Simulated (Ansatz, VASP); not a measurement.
One calculation of H, two programs

File INCAR:

```
SYSTEM = H
ALGO = Normal
EDIFF = 1E-6
ENCUT = 520
GGA = PS
ISIF = 2
ISMEAR = 0
LASPH = .True.
LCHARG = .False.
LREAL = .False.
LWAVE = .False.
NBANDS = 10
NELM = 80
PREC = Accurate
SIGMA = 0.05
```

The input KPOINTS:

```
k-points
0
Gamma
  6 6 6
  0 0 0
```

POSCAR

```
H
1.0
    2.5841291592     -2.5284012445      0.0000000000
    2.5841291592      2.5284012445      0.0000000000
    0.0000000000      0.0000000000      4.0175634600
H
4
Direct
    0.9532956300      0.0467043700      0.0685088900
    0.4532956300      0.5467043700      0.4314911100
    0.5467043700      0.4532956300      0.5685088900
    0.0467043700      0.9532956300      0.9314911100
```

Input for Ansatz:

```yaml
crystal:
  lattice:
    - [2.5841291592, -2.5284012445, 0.0]
    - [2.5841291592, 2.5284012445, 0.0]
    - [0.0, 0.0, 4.01756346]
  atoms:
    - { symbol: H, position: [0.95329563, 0.04670437, 0.06850889] }
    - { symbol: H, position: [0.45329563, 0.54670437, 0.43149111] }
    - { symbol: H, position: [0.54670437, 0.45329563, 0.56850889] }
    - { symbol: H, position: [0.04670437, 0.95329563, 0.93149111] }
basis:
  ecutwfc: 420
kpoints:
  mp_grid: { grid: [6, 6, 6] }
hamiltonian:
  xc: pbesol
scf:
  occupations: { method: gaussian, width: 0.05 }
output:
  forces: true
  stress: true
  eigenvalues: true
```

Change from the starting cell: strain -0.015 along x and y, -0.030 along z, atoms carried along.

Alike in both runs: task single point; functional PBEsol; k mesh 6 × 6 × 6; occupations gaussian, width 0.05 eV; no spin polarisation.

```csv
,VASP,Ansatz
version,VASP 6.6.1,Ansatz 0.2.0
potentials or method,"VASP PAW PBE potentials, release 64 (H), cutoff 520 eV","scalar-relativistic, plane waves, PAW"
valence electrons in the cell,4,4
```

```csv
,VASP,Ansatz,Ansatz less VASP
gap on the k mesh at the Fermi level (eV),9.22,9.22,+0.002
least direct gap on the mesh (eV),9.90,9.91,+0.003
pressure (GPa),1.7,1.9,+0.17
"traceless stress, the component that is largest in VASP (GPa)",-1.83,-1.84,-0.017
rms of the force components (eV/Å),0.727,0.727,-0.0002
```

VASP's potentials were made for PBE, not for PBEsol. Atom by atom the forces differ by 0.000 eV/Å (rms over components).
